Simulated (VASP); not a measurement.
**MgO: single point with r2SCAN**

Crystal: MgO.

```
CELL_PARAMETERS angstrom
0.00000 2.33860 2.10211
2.10211 0.00000 2.10211
2.10211 2.33860 0.00000
ATOMIC_POSITIONS crystal
Mg 0.00000 0.00000 0.00000
O 0.50000 0.50000 0.50000
```

This cell differs from its parent crystal: strain +0.1125 x Voigt [0, 1, 0, 0, 0, 0].

```yaml
Program: VASP 6.6.1
Task: single point
Functional: r2SCAN
Potentials_or_basis: VASP PAW PBE potentials, release 64 (Mg_sv, O)
Cutoff: 920 eV
k_mesh: 10 × 10 × 10
Occupations: gaussian, width 0.05 eV
Spin: no spin polarisation
Dipole_correction: no
Further_INCAR_settings: ALGO = Normal; EDIFF = 1e-06; NBANDS = 15
```

```
Pressure               : -11.2 GPa
Band gap on the k mesh : 4.53 eV
```

Stress tensor (GPa, compression positive):
```
 -7.94   0.00   0.00
  0.00 -17.63   0.00
  0.00   0.00  -7.94
```

Levels at points of the mesh, in eV from the valence-band top:
| k point | band 5 | band 6 | band 7 | band 8 | band 9 | band 10 | band 11 | band 12 |
| --- | --- | --- | --- | --- | --- | --- | --- | --- |
| (0.00, 0.00, 0.00) | -17.83 | -0.18 | -0.18 | 0.00 | 4.53 | 15.57 | 16.64 | 16.64 |
| (0.50, 0.00, 0.00) | -16.79 | -4.28 | -0.80 | -0.59 | 8.01 | 12.48 | 15.54 | 17.61 |
| (0.50, 0.50, 0.00) | -16.53 | -3.69 | -1.79 | -1.12 | 9.53 | 10.01 | 13.57 | 17.49 |
| (0.50, 0.00, 0.50) | -16.80 | -3.94 | -1.08 | -1.08 | 10.16 | 10.52 | 12.20 | 19.70 |

Wall time 110 s on 1 thread of Intel(R) Xeon(R) Platinum 8488C (Sapphire Rapids) (shared host), peak memory 0.22 GiB.

Caveat: the cell differs from its parent crystal (strain +0.1125 x Voigt [0, 1, 0, 0, 0, 0]); the stress differs along the axes, from -18 to -8 GPa; the PAW data sets were made with another functional, which shifts forces and pressure a little.
